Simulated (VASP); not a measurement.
# LaTaO (P4/nmm) in VASP: notebook

Runs on LaTaO. Level: PBE. Tasks: single point.

Program: VASP 6.6.1. These are calculated values, not measurements. Logs are shortened: lines on timing, memory, paths and dates and some standing lists are left out, and cuts for length are marked.

## (1) The cell of the first run

Symmetry: P4/nmm, No. 129, tetragonal system. The conventional cell has a = 4.115 Å, b = 4.115 Å, c = 5.864 Å, α = 90.00°, β = 90.00°, γ = 90.00°. Within 3.2 Å of La (site symmetry 4mm) lie 4 Ta at 2.41 Å and 4 O at 2.66 Å. Ta (site symmetry -4m2) has 4 La at 2.41 Å and 4 Ta at 2.91 Å and 2 O at 2.93 Å within 3.2 Å. Within 3.5 Å of O (site symmetry -4m2) lie 4 La at 2.66 Å and 4 O at 2.91 Å and 2 Ta at 2.93 Å.

The cell was built from a structure type or drawn by symmetry, and may not be a known phase.

## (2) Single point, PBE

Input file INCAR:

```
PREC     = Accurate       # precision mode
ENCUT    = 520            # plane-wave cutoff, eV
EDIFF    = 1E-7           # SCF threshold, eV
ISMEAR   = 0              # smearing method
SIGMA    = 0.1            # smearing width, eV
LREAL    = False          # projectors in reciprocal space
LASPH    = True           # aspherical terms in the spheres
NELM     = 100            # most SCF steps
ALGO     = Normal         # electronic algorithm
ISIF     = 2              # what is computed and relaxed
LWAVE    = False          # write WAVECAR
LCHARG   = False          # write CHGCAR
GGA      = PE             # functional
NBANDS   = 37             # bands
```

Input file KPOINTS:

```
Automatic mesh
0
Gamma
  4 4 4
```

Input file POSCAR:

```
LaTaO
1.0
    4.1149274600      0.0000000000      0.0000000000
    0.0000000000      4.1149274600      0.0000000000
    0.0000000000      0.0000000000      5.8639137500
La Ta O
2 2 2
Direct
    0.0000000000      0.5000000000      0.7134095400
    0.5000000000      0.0000000000      0.2865904600
    0.0000000000      0.0000000000      0.5000000000
    0.5000000000      0.5000000000      0.5000000000
    0.0000000000      0.0000000000      0.0000000000
    0.5000000000      0.5000000000      0.0000000000
```

Potentials or basis: VASP PAW PBE potentials, release 64 (La, Ta_pv, O).

Command:

```console
$ cat potpaw_PBE.64/La/POTCAR potpaw_PBE.64/Ta_pv/POTCAR potpaw_PBE.64/O/POTCAR > POTCAR
$ mpirun -np 1 vasp_std > vasp.out
```

OUTCAR:

```text
PREC = Accurate
   ENCUT = 520
   EDIFF = 1E-7
   ISMEAR = 0
   LREAL = False
   LASPH = True
   NELM = 100
   ISIF = 2
   GGA = PE

 ion  position               nearest neighbor table
   1  0.000  0.500  0.713-   3 2.41   4 2.41   3 2.41   4 2.41   5 2.66   5 2.66   6 2.66   6 2.66

   2  0.500  0.000  0.287-   3 2.41   4 2.41   4 2.41   3 2.41   5 2.66   6 2.66   6 2.66   5 2.66

   3  0.000  0.000  0.500-   1 2.41   2 2.41   1 2.41   2 2.41   4 2.91   4 2.91   4 2.91   4 2.91

   4  0.500  0.500  0.500-   1 2.41   2 2.41   2 2.41   1 2.41   3 2.91   3 2.91   3 2.91   3 2.91

   5  0.000  0.000  0.000-   1 2.66   2 2.66   1 2.66   2 2.66
   6  0.500  0.500  0.000-   1 2.66   2 2.66   2 2.66   1 2.66

  LATTYP: Found a simple tetragonal cell.
 ALAT       =     4.1149274600
 C/A-ratio  =     1.4250345375

  Lattice vectors:

 A1 = (   4.1149274600,   0.0000000000,   0.0000000000)
 A2 = (   0.0000000000,   4.1149274600,   0.0000000000)
 A3 = (   0.0000000000,   0.0000000000,   5.8639137500)

Analysis of symmetry for initial positions (statically):
=====================================================================
 Subroutine PRICEL returns:
 Original cell was already a primitive cell.

 Routine SETGRP: Setting up the symmetry group for a
 simple tetragonal supercell.

 Subroutine GETGRP returns: Found 16 space group operations
 (whereof  8 operations were pure point group operations)
 out of a pool of 16 trial point group operations.

The static configuration has the point symmetry D_2d.
 The point group associated with its full space group is D_4h.

Analysis of symmetry for dynamics (positions and initial velocities):
=====================================================================
 Subroutine PRICEL returns:
 Original cell was already a primitive cell.

 Routine SETGRP: Setting up the symmetry group for a
 simple tetragonal supercell.

 Subroutine GETGRP returns: Found 16 space group operations
 (whereof  8 operations were pure point group operations)
 out of a pool of 16 trial point group operations.

The dynamic configuration has the point symmetry D_2d.
 The point group associated with its full space group is D_4h.

 Subroutine INISYM returns: Found 16 space group operations
 (whereof  8 operations are pure point group operations),
 and found     1 'primitive' translations

----------------------------------------------------------------------------------------

                                     Primitive cell

  volume of cell :      99.2915

  direct lattice vectors                    reciprocal lattice vectors
     4.114927460  0.000000000  0.000000000     0.243017650  0.000000000  0.000000000
     0.000000000  4.114927460  0.000000000     0.000000000  0.243017650  0.000000000
     0.000000000  0.000000000  5.863913750     0.000000000  0.000000000  0.170534568

  length of vectors
     4.114927460  4.114927460  5.863913750     0.243017650  0.243017650  0.170534568

  position of ions in fractional coordinates (direct lattice)
     0.000000000  0.500000000  0.713409540
     0.500000000  0.000000000  0.286590460
     0.000000000  0.000000000  0.500000000
     0.500000000  0.500000000  0.500000000
     0.000000000  0.000000000  0.000000000
     0.500000000  0.500000000  0.000000000

  ion indices of the primitive-cell ions
   primitive index   ion index
                 1           1
                 2           2
                 3           3
                 4           4
                 5           5
                 6           6

----------------------------------------------------------------------------------------

 KPOINTS: Automatic mesh

Automatic generation of k-mesh.
 Grid dimensions read from file:
 generate k-points for:    4    4    4

 Generating k-lattice:

  Cartesian coordinates                     Fractional coordinates (reciprocal lattice)
     0.060754412  0.000000000  0.000000000     0.250000000  0.000000000  0.000000000
     0.000000000  0.060754412  0.000000000     0.000000000  0.250000000  0.000000000
     0.000000000  0.000000000  0.042633642     0.000000000  0.000000000  0.250000000

  Length of vectors
     0.060754412  0.060754412  0.042633642

  Shift w.r.t. Gamma in fractional coordinates (k-lattice)
     0.000000000  0.000000000  0.000000000

 Subroutine IBZKPT returns following result:
 ===========================================

 Found     18 irreducible k-points:

 Following reciprocal coordinates:
            Coordinates               Weight
  0.000000  0.000000  0.000000      1.000000
  0.250000  0.000000  0.000000      4.000000
  0.500000  0.000000  0.000000      2.000000
  0.250000  0.250000  0.000000      4.000000
  0.500000  0.250000  0.000000      4.000000
  0.500000  0.500000  0.000000      1.000000
[... 10 lines left out ...]
  0.500000  0.250000  0.500000      4.000000
  0.500000  0.500000  0.500000      1.000000
   k-points           NKPTS =     18   k-points in BZ     NKDIM =     18   number of bands    NBANDS=     37
   number of dos      NEDOS =    301   number of ions     NIONS =      6
   total plane-waves  NPLWV =  49152
   dimension x,y,z NGX =    32 NGY =   32 NGZ =   48
   dimension x,y,z NGXF=    64 NGYF=   64 NGZF=   96
   ions per type =               2   2   2
   NGX,Y,Z   is equivalent  to a cutoff of  12.93, 12.93, 13.61 a.u.
   NGXF,Y,Z  is equivalent  to a cutoff of  25.86, 25.86, 27.22 a.u.
 SYSTEM =  unknown system
   PREC   = accura    normal or accurate (medium, high low for compatibility)
   ISTART =      0    job   : 0-new  1-cont  2-samecut
   ICHARG =      2    charge: 1-file 2-atom 10-const
   ISPIN  =      1    spin polarized calculation?
   LNONCOLLINEAR =      F non collinear calculations
   LSORBIT =      F    spin-orbit coupling
   LASPH  =      T    aspherical Exc in radial PAW
   ENCUT  =  520.0 eV  38.22 Ry    6.18 a.u.   7.65  7.65 10.90*2*pi/ulx,y,z
   NELM   =    100;   NELMIN=  2; NELMDL= -5     # of ELM steps
   EDIFF  = 0.1E-06   stopping-criterion for ELM
   LREAL  =      F    real-space projection
   EDIFFG = 0.1E-05   stopping-criterion for IOM
   NSW    =      0    number of steps for IOM
   IBRION =     -1    ionic relax: 0-MD 1-quasi-New 2-CG
   NFREE  =      0    steps in history (QN), initial steepest desc. (CG)
   ISIF   =      2    stress and relaxation
   ISYM   =      2    0-nonsym 1-usesym 2-fastsym
   POTIM  = 0.5000    time-step for ionic-motion
   TEBEG  =    0.0;   TEEND  =   0.0 temperature during run
   PSTRESS=    0.0 pullay stress
   NELECT =      56.0000    total number of electrons
   NUPDOWN=      -1.0000    fix difference up-down
   EMIN   =  10.00;   EMAX   =-10.00  energy-range for DOS
   EFERMI =   0.00;   METHOD = LEGACY
   ISMEAR =     0;   SIGMA  =   0.10  broadening in eV -4-tet -1-fermi 0-gaus
   EFERMI_NEDOS =   21; number of points for ismear=-14 and -15
   IALGO  =     38    algorithm
   IMIX   =      4    mixing-type and parameters
     AMIX     =   0.40;   BMIX     =  1.00
     AMIX_MAG =   1.60;   BMIX_MAG =  1.00
  volume/ion in A,a.u.               =      16.55       111.68
  Fermi-wavevector in a.u.,A,eV,Ry     =   1.352592  2.556029 24.891933  1.829505
  Thomas-Fermi vector in A             =   2.479918
   LORBIT       =      0    0 simple, 1 ext, 2 COOP (PROOUT), +10 PAW based schemes
   GGA     = PE    functional components
   LHFCALC =     F    Hartree Fock is set to
   AEXX    =    0.0000 exact exchange contribution
   IVDW    =     0    specifies the selected vdW correction
   LEPSILON=     F    determine dielectric tensor
   LRPA    =     F    only Hartree local field effects (RPA)
 non-spin polarized calculation
 Gauss-broadening in eV      SIGMA  =   0.10
  energy-cutoff  :      520.00
  volume of cell :       99.29
 maximum number of plane-waves:      2709
 NGX is ok and might be reduce to    32
   NGX = 15   NGY = 15   NGZ = 21

 number of electron      56.0000017 magnetization

 Free energy of the ion-electron system (eV)
  ---------------------------------------------------
  ext. energy  EPLUGINS =         0.00000000
  ---------------------------------------------------
  free energy    TOTEN  =       -35.22042151 eV

  energy without entropy =      -35.20349418  energy(sigma->0) =      -35.21195784

 E-fermi :   7.7217     XC(G=0): -11.4850

 val. band max:        7.6875621542   @ k =   0.2500   0.2500   0.2500
 cond. band min:       7.7259713917   @ k =   0.5000   0.5000   0.5000
 fundamental gap:      0.0384092375
 Fermi energy:         7.7216963469

 k-point     1 :       0.0000    0.0000    0.0000
  band No.  band energies     occupation
      1     -27.5291      2.00000
      2     -27.3264      2.00000
      3     -27.3264      2.00000
      4     -26.6807      2.00000
      5     -26.5324      2.00000
      6     -26.5324      2.00000
[... 29 lines left out ...]
     36      11.2397      0.00000
     37      11.5951      0.00000

 k-point     2 :       0.2500    0.0000    0.0000
  band No.  band energies     occupation
      1     -27.6718      2.00000
      2     -27.2151      2.00000
      3     -27.0807      2.00000
      4     -26.9823      2.00000
      5     -26.7042      2.00000
      6     -26.6540      2.00000
[... 29 lines left out ...]
     36      11.5333      0.00000
     37      11.5739      0.00000

 k-point     3 :       0.5000    0.0000    0.0000
  band No.  band energies     occupation
      1     -27.5316      2.00000
      2     -27.5316      2.00000
      3     -26.9397      2.00000
      4     -26.9397      2.00000
      5     -26.8366      2.00000
      6     -26.8366      2.00000
[... 29 lines left out ...]
     36      11.2141      0.00000
     37      11.7505      0.00000

 k-point     4 :       0.2500    0.2500    0.0000
  band No.  band energies     occupation
      1     -27.8922      2.00000
      2     -27.4573      2.00000
      3     -27.0405      2.00000
      4     -26.8789      2.00000
      5     -26.7736      2.00000
      6     -26.4588      2.00000
[... 29 lines left out ...]
     36      11.5243      0.00000
     37      11.5907      0.00000
[... 443 lines left out ...]
      1     -27.8929      2.00000
      2     -27.4566      2.00000
      3     -27.0415      2.00000
      4     -26.8789      2.00000
      5     -26.7740      2.00000
      6     -26.4588      2.00000
[... 29 lines left out ...]
     36      11.5467      0.00000
     37      11.7605      0.00000

 k-point    17 :       0.5000    0.2500    0.5000
  band No.  band energies     occupation
      1     -27.8952      2.00000
      2     -27.8952      2.00000
      3     -26.8808      2.00000
      4     -26.8808      2.00000
      5     -26.5661      2.00000
      6     -26.5661      2.00000
[... 29 lines left out ...]
     36      11.5718      0.00000
     37      11.7296      0.00000

 k-point    18 :       0.5000    0.5000    0.5000
  band No.  band energies     occupation
      1     -28.1289      2.00000
      2     -28.1289      2.00000
      3     -26.8551      2.00000
      4     -26.8551      2.00000
      5     -26.3948      2.00000
      6     -26.3948      2.00000
[... 29 lines left out ...]
     36      11.2942      0.00000
     37      11.7274      0.00000

------------------------ aborting loop because EDIFF is reached ----------------------------------------

  FORCE on cell =-STRESS in cart. coord.  units (eV):
  Direction    XX          YY          ZZ          XY          YZ          ZX
  --------------------------------------------------------------------------------------
  -------------------------------------------------------------------------------------
  Total       30.4416945     30.4416945      6.9998793      0.0000000      0.0000000      0.0000000
  in kB      491.2102995    491.2102995    112.9507697      0.0000000      0.0000000      0.0000000
  external PRESSURE =     365.1237896 kB  Pullay stress =       0.0000000 kB

 VOLUME and BASIS-vectors are now :
 -----------------------------------------------------------------------------
  energy-cutoff  :      520.00
  volume of cell :       99.29
      direct lattice vectors                 reciprocal lattice vectors
     4.114927460  0.000000000  0.000000000     0.243017650  0.000000000  0.000000000
     0.000000000  4.114927460  0.000000000     0.000000000  0.243017650  0.000000000
     0.000000000  0.000000000  5.863913750     0.000000000  0.000000000  0.170534568

 POSITION                                       TOTAL-FORCE (eV/Angst)
 -----------------------------------------------------------------------------------
      0.00000      2.05746      4.18337        -0.000000     -0.000000     12.827940
      2.05746      0.00000      1.68054         0.000000     -0.000000    -12.827940
      0.00000      0.00000      2.93196         0.000000     -0.000000      0.000000
      2.05746      2.05746      2.93196         0.000000      0.000000      0.000000
      0.00000      0.00000      0.00000         0.000000     -0.000000      0.000000
      2.05746      2.05746      0.00000         0.000000      0.000000      0.000000
 -----------------------------------------------------------------------------------
    total drift:                                0.000000     -0.000000     -0.000000

  FREE ENERGIE OF THE ION-ELECTRON SYSTEM (eV)
  ---------------------------------------------------
  free  energy   TOTEN  =       -35.2204215075 eV

  energy  without entropy=      -35.2034941790  energy(sigma->0) =      -35.21195784
```

Wall time 59 s (1 thread of AMD EPYC 9R45 (Zen 5), shared host); peak memory 0.23 GiB.

What came out:

- Free energy: -35.2204 eV
- Pressure: 36.5 GPa
- Largest force: 12.828 eV/Å
- Band gap on the k mesh: zero (bands 28 and 29 overlap by 0.82 eV)

Forces on the atoms (eV/Å):
```
La    0.000   0.000  12.828
La    0.000   0.000 -12.828
Ta    0.000   0.000   0.000
Ta    0.000   0.000   0.000
O     0.000   0.000   0.000
O     0.000   0.000   0.000
```

Caveat: the k points lie up to 0.38 Å⁻¹ apart, too coarse for converged energies and pressures of a metal; spin-orbit coupling is left out, which moves the levels of the heavy elements; forces of over 1 eV/Å act on the atoms, so gaps and moduli don't describe the material at rest.

## (3) Single point, PBE

This run uses another cell than the first one, of 23.18 Å³/atom.

Input file INCAR:

```
SYSTEM = LaTaO
PREC = Accurate
ENCUT = 520
EDIFF = 1E-6
ISMEAR = 0
SIGMA = 0.1
LREAL = .FALSE.
LASPH = .TRUE.
NELM = 100
ALGO = Normal
ISIF = 2
LWAVE = .FALSE.
LCHARG = .TRUE.
GGA = PE
LELF = .TRUE.
LVHAR = .TRUE.
NBANDS = 37
```

Input file KPOINTS:

```
regular mesh
0
G
  4 4 4
  0 0 0
```

Input file POSCAR:

```
LaTaO
1.0
    3.9354526684      0.0000000000      0.0000000000
    0.0000000000      3.9354526684      0.0000000000
    0.0000000000      0.0000000000      8.9808888691
La Ta O
2 2 2
Direct
    0.0000000000      0.5000000000      0.8574194274
    0.5000000000      0.0000000000      0.1425805726
    0.0000000000      0.0000000000      0.5000000000
    0.5000000000      0.5000000000      0.5000000000
    0.0000000000      0.0000000000      0.0000000000
    0.5000000000      0.5000000000      0.0000000000
```

Potentials or basis: VASP PAW PBE potentials, release 64 (La, Ta_pv, O).

Command:

```console
$ cat potpaw_PBE.64/La/POTCAR potpaw_PBE.64/Ta_pv/POTCAR potpaw_PBE.64/O/POTCAR > POTCAR
$ mpirun -np 1 vasp_std > vasp.out
```

Run time: 66 s. Hardware: 1 thread of AMD EPYC 9R45 (Zen 5), shared host; peak memory 0.27 GiB.

Results (log left out):

* Free energy: -51.4536 eV
* Pressure: -0.1 GPa
* Largest force: 0.017 eV/Å
* Band gap on the k mesh: zero (bands 28 and 29 overlap by 0.47 eV)

Forces on the atoms (eV/Å):
```
La   0.000  0.000  0.017
La   0.000  0.000 -0.017
Ta   0.000  0.000  0.000
Ta   0.000  0.000  0.000
O    0.000  0.000  0.000
O    0.000  0.000  0.000
```

Levels at points of the mesh, in eV from the Fermi level:
| k point | band 24 | band 25 | band 26 | band 27 | band 28 | band 29 | band 30 | band 31 | band 32 | band 33 |
| --- | --- | --- | --- | --- | --- | --- | --- | --- | --- | --- |
| (0.00, 0.00, 0.00) | -3.21 | -2.18 | -1.40 | -0.55 | -0.37 | -0.37 | 0.85 | 1.66 | 2.20 | 2.30 |
| (0.50, 0.00, 0.00) | -2.57 | -0.90 | -0.90 | 0.09 | 0.09 | 0.63 | 0.63 | 1.22 | 1.22 | 2.06 |
| (0.50, 0.50, 0.00) | -2.52 | -1.90 | -1.90 | -0.07 | -0.07 | 0.56 | 0.56 | 1.73 | 1.73 | 2.07 |
| (0.00, 0.00, 0.50) | -3.22 | -2.18 | -1.17 | -0.97 | -0.35 | -0.35 | 1.23 | 1.76 | 1.96 | 2.16 |
| (0.50, 0.00, 0.50) | -2.55 | -0.97 | -0.97 | 0.10 | 0.10 | 0.64 | 0.64 | 1.17 | 1.17 | 2.10 |
| (0.50, 0.50, 0.50) | -2.48 | -1.79 | -1.79 | -0.03 | -0.03 | 0.42 | 0.42 | 1.53 | 1.53 | 2.10 |

Caveat: the k points lie up to 0.40 Å⁻¹ apart; spin-orbit coupling is left out, which moves the levels of the heavy elements.
